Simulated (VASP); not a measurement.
Here is a VASP 6.6.1 calculation.

The input INCAR:

```
SYSTEM = MgO
PREC = Accurate
ENCUT = 840
EDIFF = 1E-6
ISMEAR = 0
SIGMA = 0.1
LREAL = .False.
LASPH = .True.
NELM = 120
ALGO = Normal
ISIF = 2
LWAVE = .False.
LCHARG = .False.
GGA = CA
NBANDS = 15
GGA_COMPAT = .False.
```

The input KPOINTS:

```
regular mesh
0
Gamma
  9 9 9
  0 0 0
```

File POSCAR:

```
MgO
1.0
    0.0000000000      2.1760000000      2.1760000000
    2.1760000000      0.0000000000      2.1760000000
    2.1760000000      2.1760000000      0.0000000000
Mg O
1 1
Direct
    0.0000000000      0.0000000000      0.0000000000
    0.5000000000      0.5000000000      0.5000000000
```

Potentials or basis: VASP PAW LDA potentials, release 64 (Mg_sv, O).

Launch:

```console
$ cat potpaw_LDA.64/Mg_sv/POTCAR potpaw_LDA.64/O/POTCAR > POTCAR
$ mpirun -np 1 vasp_std > vasp.out
```

(1) Estimate the pressure.

(2) What does it give for the band gap on the k mesh?

## Answers

(1) -17.5 GPa.

(2) 3.77 eV.

Caveat: the cell stands under tension.
